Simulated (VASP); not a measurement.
The system is PtS2.

```
Pt S
1.0
     3.58130    0.00000    0.00000
    -1.79065    3.10150    0.00000
     0.00000    0.00000    5.87600
Pt S
1 2
Direct
  0.00000 0.00000 0.00000
  0.33333 0.66667 0.21227
  0.66667 0.33333 0.78773
```

```yaml
Program: VASP 6.6.1
Task: relaxation of shape and atoms at fixed volume
Functional: r2SCAN
Potentials_or_basis: VASP PAW PBE potentials, release 64 (Pt, S)
Cutoff: 550 eV
k_mesh: 8 × 8 × 4
Occupations: gaussian, width 0.05 eV
Spin: no spin polarisation
```

At the start: pressure -3.6 GPa; volume 21.76 Å³/atom.

Problem. Where does the relaxation end?

Solution. Over 6 steps the energy falls by 6.3 meV/atom; space group P-3m1 (No. 164, to 0.1 Å) before and after.

The path:
| step | energy change (eV) | largest force (eV/Å) | pressure (GPa) | volume (Å³) |
| --- | --- | --- | --- | --- |
| 1 | 0.0000 | 0.3808 | -3.63 | 65.27 |
| 2 | -0.0129 | 0.1685 | -2.21 | 65.27 |
| 3 | -0.0174 | 0.0399 | -0.81 | 65.27 |
| 4 | -0.0174 | 0.0536 | -0.72 | 65.27 |
| 5 | -0.0187 | 0.0209 | -0.54 | 65.27 |
| 6 | -0.0189 | 0.0020 | -0.45 | 65.27 |

Final structure:
```
Pt S
1.0
     3.54699    0.00000    0.00000
    -1.77350    3.07179    0.00000
     0.00000    0.00000    5.99023
Pt S
1 2
Direct
  0.00000 0.00000 0.00000
  0.33333 0.66667 0.20632
  0.66667 0.33333 0.79368
```

Caveat: the PAW data sets were made with another functional, which shifts forces and pressure a little.
